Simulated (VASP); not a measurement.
Here is a VASP 6.6.1 calculation.

The input INCAR:

```
ALGO = Normal ; EDIFF = 1E-7
ENCUT = 520 ; GGA = PE
ISIF = 2 ; ISMEAR = 0
LASPH = True ; LCHARG = False
LREAL = False ; LWAVE = False
NBANDS = 15 ; NELM = 100
PREC = Accurate ; SIGMA = 0.01
```

KPOINTS

```
k-points
0
Gamma
  8 8 8
```

Contents of POSCAR:

```
SrO
1.0
    0.0000000000      2.5798927168      2.5798927168
    2.5798927168      0.0000000000      2.5798927168
    2.5798927168      2.5798927168      0.0000000000
Sr O
1 1
Direct
    0.5000000000      0.5000000000      0.5000000000
    0.0000000000      0.0000000000      0.0000000000
```

Potentials or basis: VASP PAW PBE potentials, release 64 (Sr_sv, O).

Run with:

```console
$ cat potpaw_PBE.64/Sr_sv/POTCAR potpaw_PBE.64/O/POTCAR > POTCAR
$ mpirun -np 1 vasp_std > vasp.out
```

(1) Predict the band gap on the k mesh.

(2) What does it give for the pressure?

## Answers

(1) 3.27 eV (least direct gap 3.37 eV).

(2) 2.4 GPa.
